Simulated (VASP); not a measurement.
Input of a VASP 6.6.1 run:

INCAR

```
SYSTEM = GaN
  PREC = Accurate
  ENCUT = 520
  EDIFF = 1E-6
  ISMEAR = 0
  SIGMA = 0.02
  LREAL = .False.
  LASPH = .True.
  NELM = 60
  ALGO = Normal
  ISIF = 2
  LWAVE = .False.
  LCHARG = .True.
  GGA = PE
  LELF = .True.
  LVHAR = .True.
  NBANDS = 26
```

File KPOINTS:

```
Automatic mesh
0
Gamma
  12 12 6
  0 0 0
```

File POSCAR:

```
GaN
1.0
    3.2183708182      0.0000000000      0.0000000000
   -1.6091854091      2.7871908873      0.0000000000
    0.2097267374      0.0000000000      5.2431684352
Ga N
2 2
Direct
    0.6642414758      0.3334338984      0.4992394118
    0.3308075773      0.6665661016      0.9992394118
    0.6689024573      0.3328539676      0.8757605882
    0.3360484896      0.6671460324      0.3757605882
```

Potentials or basis: VASP PAW PBE potentials, release 64 (Ga_d, N).

Command:

```console
$ cat potpaw_PBE.64/Ga_d/POTCAR potpaw_PBE.64/N/POTCAR > POTCAR
$ mpirun -np 1 vasp_std > vasp.out
```

**Question.** Estimate the band gap on the k mesh.

**Answer.** 1.61 eV.

**Question.** What does it give for the pressure?

**Answer.** 0.1 GPa.

Stress tensor (GPa, compression positive):
```
-0.15  0.00 -3.56
 0.00  0.16  0.00
-3.56  0.00  0.22
```

Caveat: the cell differs from its parent crystal (shear of c along a, cell held: +4.0 %, then relaxed in part).
